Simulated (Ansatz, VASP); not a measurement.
One calculation of Hf2WS2, two programs

```
CELL_PARAMETERS angstrom
4.13442 0.00000 0.00000
0.00000 4.13442 0.00000
0.00000 0.00000 5.78176
ATOMIC_POSITIONS crystal
Hf 0.50000 0.50000 0.50000
Hf 0.00000 0.00000 0.50000
W 0.50000 0.50000 0.00000
S 0.00000 0.50000 0.80326
S 0.50000 0.00000 0.19674
```

Alike in both runs: functional PBE; k mesh 4 × 4 × 4; occupations gaussian, width 0.1 eV; no spin polarisation.

Ansatz relaxed the structure, and its values are those at the end. VASP's run is a single point on that final structure, the one shown.

```csv
,VASP,Ansatz
version,VASP 6.6.1,Ansatz 0.2.0
potentials or method,"VASP PAW PBE potentials, release 64 (Hf_pv, W_sv, S), cutoff 520 eV","scalar-relativistic, plane waves, PAW"
valence electrons in the cell,46,78
```

|  | VASP | Ansatz | Ansatz less VASP |
| --- | --- | --- | --- |
| gap on the k mesh at the Fermi level (eV) | none | none | - |
| pressure (GPa) | -0.3 | 0.0 | +0.32 |
| rms of the force components (eV/Å) | 0.023 | 0.003 | -0.0202 |

A gap of «none» marks a metal or a gap that the smearing closes. VASP's potentials hold 46 valence electrons a cell and Ansatz's 78, so a difference there can come from the potentials and not from the codes.

The k mesh is coarse, so the values compare programs but aren't converged. Neither program's run includes spin-orbit coupling.
